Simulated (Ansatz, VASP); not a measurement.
# MgS: VASP beside Ansatz

```
CELL_PARAMETERS angstrom
0.00000 2.90193 2.83087
2.83087 0.00000 2.83087
2.83087 2.90193 0.00000
ATOMIC_POSITIONS crystal
Mg 0.00000 0.00000 0.00000
S 0.75000 0.75000 0.75000
```

Change from the starting cell: uniaxial_y strain +2.5%.

Alike in both runs: task single point; functional HSE06; k mesh 6 × 6 × 6; no spin polarisation.

|  | VASP | Ansatz |
| --- | --- | --- |
| version | VASP 6.6.1 | Ansatz 0.2.0 |
| potentials or method | VASP PAW PBE potentials, release 64 (Mg, S) | plane waves, PAW |
| plane-wave cutoff (eV) | 520 | 420 |
| occupations | gaussian, width 0.01 eV | fixed |
| valence electrons in the cell | 8 | 16 |

VASP gave:

* gap on the k mesh at the Fermi level (eV): 4.35
* pressure (GPa): -1.6
* traceless stress, the component that is largest in VASP (GPa): -0.44

**Question.** What did Ansatz give for the same quantities?

**Answer.** gap on the k mesh at the Fermi level (eV): 4.37; pressure (GPa): -1.4; traceless stress, the component that is largest in VASP (GPa): -0.44.

VASP's potentials hold 8 valence electrons a cell and Ansatz's 16, so a difference there can come from the potentials and not from the codes. Ansatz's warnings: stress exchange threshold loose, stress scf threshold loose.
